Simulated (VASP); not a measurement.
Input of a VASP 6.6.1 run:

Contents of INCAR:

```
SYSTEM = C
PREC     = Accurate       ! precision mode
ENCUT    = 520            ! plane-wave cutoff, eV
EDIFF    = 1E-8           ! SCF threshold, eV
ISMEAR   = -1             ! smearing method
SIGMA    = 0.03           ! smearing width, eV
LREAL    = .False.        ! projectors in reciprocal space
LASPH    = .True.         ! aspherical terms in the spheres
NELM     = 80             ! most SCF steps
ALGO     = Normal         ! electronic algorithm
ISIF     = 2              ! what is computed and relaxed
LWAVE    = .False.        ! write WAVECAR
LCHARG   = .False.        ! write CHGCAR
GGA      = PE             ! functional
LEFG     = .True.       
NBANDS   = 11             ! bands
```

Contents of KPOINTS:

```
Automatic mesh
0
Gamma
  17 17 17
  0 0 0
```

File POSCAR:

```
C
1.0
    1.2280263465      0.7090013417      3.3470108394
   -1.2280263465      0.7090013417      3.3470108394
    0.0000000000     -1.4180026834      3.3470108394
C
2
Direct
    0.1640000000      0.1640000000      0.1640000000
    0.8360000000      0.8360000000      0.8360000000
```

Potentials or basis: VASP PAW PBE potentials, release 64 (C).

The run is started by

```sh
$ cat potpaw_PBE.64/C/POTCAR > POTCAR
$ mpirun -np 1 vasp_std > vasp.out
```

Question: Predict the pressure.

Answer: 4.8 GPa.

Question: What does it give for the largest force?

Answer: 0.869 eV/Å.

Electric field gradients, principal values (V/Å²):
```
atom    least   middle  greatest (by size)
 1 C  -15.645  -15.645              31.291
 2 C  -15.645  -15.645              31.291
```

Caveat: without QUAD_EFG the Cq values of the log hold for a quadrupole moment of 1 mb, not for the nuclei.
